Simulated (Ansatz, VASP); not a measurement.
# Two plane-wave programs on Al2O3

```
CELL_PARAMETERS angstrom
2.92450 0.00000 0.00000
-1.46225 2.53269 0.00000
0.00000 0.00000 7.51510
ATOMIC_POSITIONS crystal
Al 0.00000 0.00000 0.19074
Al 0.00000 0.00000 0.80926
O 0.33333 0.66667 0.28409
O 0.66667 0.33333 0.00000
O 0.33333 0.66667 0.71591
```

Alike in both runs: task single point; functional PBE; dispersion D3(BJ); k mesh 9 × 9 × 4; occupations gaussian, width 0.05 eV; no spin polarisation.

```csv
,VASP,Ansatz
version,VASP 6.6.1,Ansatz 0.2.0
potentials or method,"VASP PAW PBE potentials, release 64 (Al, O), cutoff 520 eV","scalar-relativistic, plane waves, PAW"
valence electrons in the cell,24,24
```

Ansatz gave:

```
gap on the k mesh at the Fermi level (eV)                     : 4.08
least direct gap on the mesh (eV)                             : 4.17
pressure (GPa)                                                : -10.7
traceless stress, the component that is largest in VASP (GPa) : 1.69
rms of the force components (eV/Å)                            : 0.277
```

Q: Which values does VASP return?

A: gap on the k mesh at the Fermi level (eV): 4.06; least direct gap on the mesh (eV): 4.15; pressure (GPa): -10.7; traceless stress, the component that is largest in VASP (GPa): 1.47; rms of the force components (eV/Å): 0.288.

Atom by atom the forces differ by 0.016 eV/Å (rms over components).
